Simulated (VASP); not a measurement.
Set up this calculation in VASP 6.6.1, as the native input.

```
Task                   : single point
Functional             : PBE
Potentials or basis    : VASP PAW PBE potentials, release 64 (Sc_sv, B)
Cutoff                 : 520 eV
k mesh                 : 6 × 6 × 4
Occupations            : gaussian, width 0.1 eV
Spin                   : no spin polarisation
Dipole correction      : no
Further INCAR settings : ALGO = Fast; EDIFF = 1e-07; NBANDS = 34
```

The structure of ScB4 lies in POSCAR:

```
ScB4
1.0
    6.0663799675      0.0000000037      0.0000000000
   -3.0331899870      5.2536391591      0.0000000000
    0.0000000000      0.0000000000      4.2129580709
Sc B
2 8
Direct
    0.3333333333      0.6666666667      0.0000000000
    0.6666666667      0.3333333333      0.0000000000
    0.4255992635      0.8511985270      0.5000000000
    0.1488014730      0.5744007365      0.5000000000
    0.4255992635      0.5744007365      0.5000000000
    0.5744007365      0.1488014730      0.5000000000
    0.8511985270      0.4255992635      0.5000000000
    0.5744007365      0.4255992635      0.5000000000
    0.0000000000      0.0000000000      0.2048302800
    0.0000000000      0.0000000000      0.7951697200
```

The cell was generated, and may not be a known phase.

One way to write it, as run:

INCAR

```
SYSTEM = ScB4
PREC     = Accurate       ! precision mode
ENCUT    = 520            ! plane-wave cutoff, eV
EDIFF    = 1E-7           ! SCF threshold, eV
ISMEAR   = 0              ! smearing method
SIGMA    = 0.1            ! smearing width, eV
LREAL    = .False.        ! projectors in reciprocal space
LASPH    = .True.         ! aspherical terms in the spheres
NELM     = 60             ! most SCF steps
ALGO     = Fast           ! electronic algorithm
ISIF     = 2              ! what is computed and relaxed
LWAVE    = .False.        ! write WAVECAR
LCHARG   = .True.         ! write CHGCAR
GGA      = PE             ! functional
LELF     = .True.         ! ELF
LVHAR    = .True.       
NBANDS   = 34             ! bands
```

KPOINTS

```
Automatic mesh
0
Gamma
  6 6 4
  0 0 0
```

Potentials or basis: VASP PAW PBE potentials, release 64 (Sc_sv, B).

The run is started by

```sh
$ cat potpaw_PBE.64/Sc_sv/POTCAR potpaw_PBE.64/B/POTCAR > POTCAR
$ mpirun -np 1 vasp_std > vasp.out
```

Results of the run:

The pressure is 0.1 GPa. The largest force is 0.025 eV/Å and the band gap on the k mesh is zero (bands 23 and 24 overlap by 1.06 eV).

Caveat: the k points lie up to 0.37 Å⁻¹ apart, too coarse for converged energies and pressures of a metal.

It took 3.6 min on 1 thread of Oxide Virtual Turin-like Processor, on a shared host, peak memory 0.26 GiB.
